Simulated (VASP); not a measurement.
Write the native input for VASP 6.6.1 that does the following.

| Quantity | Value |
| --- | --- |
| Task | electric field gradients |
| Functional | PBEsol |
| Potentials or basis | VASP PAW PBE potentials, release 64 (Cd, S) |
| Cutoff | 520 eV |
| k mesh | 7 × 7 × 7 |
| Occupations | fermi-dirac, width 0.03 eV |
| Spin | no spin polarisation |
| Dipole correction | no |
| Further INCAR settings | ALGO = Normal; EDIFF = 1e-08; NBANDS = 16 |

The structure of CdS (Hawleyite) lies in POSCAR:

```
CdS
1.0
    0.0000000000      2.9165000000      2.9165000000
    2.9165000000      0.0000000000      2.9165000000
    2.9165000000      2.9165000000      0.0000000000
Cd S
1 1
Direct
    0.0375000000     -0.0125000000     -0.0125000000
    0.2125000000      0.2625000000      0.2625000000
```

This cell differs from its parent crystal: shortest bond scaled by 1.1.

The input as run:

INCAR

```
SYSTEM = CdS
PREC = Accurate ; ENCUT = 520
EDIFF = 1E-8 ; ISMEAR = -1
SIGMA = 0.03 ; LREAL = .False.
LASPH = .True. ; NELM = 80
ALGO = Normal ; ISIF = 2
LWAVE = .False. ; LCHARG = .False.
GGA = PS ; LEFG = .True.
NBANDS = 16
```

KPOINTS

```
Automatic mesh
0
Gamma
  7 7 7
  0 0 0
```

Potentials or basis: VASP PAW PBE potentials, release 64 (Cd, S).

Command:

```bash
$ cat potpaw_PBE.64/Cd/POTCAR potpaw_PBE.64/S/POTCAR > POTCAR
$ mpirun -np 1 vasp_std > vasp.out
```

It gave:

- Pressure: 1.2 GPa
- Largest force: 0.706 eV/Å
- Band gap on the k mesh: 1.09 eV, direct

Caveat: the cell differs from its parent crystal (shortest bond scaled by 1.1); without QUAD_EFG the Cq values of the log hold for a quadrupole moment of 1 mb, not for the nuclei; the PAW data sets were made with another functional, which shifts forces and pressure a little.

Run time: 26 s on 1 thread of Intel(R) Xeon(R) Platinum 8488C (Sapphire Rapids), on a shared host, peak memory 0.19 GiB.
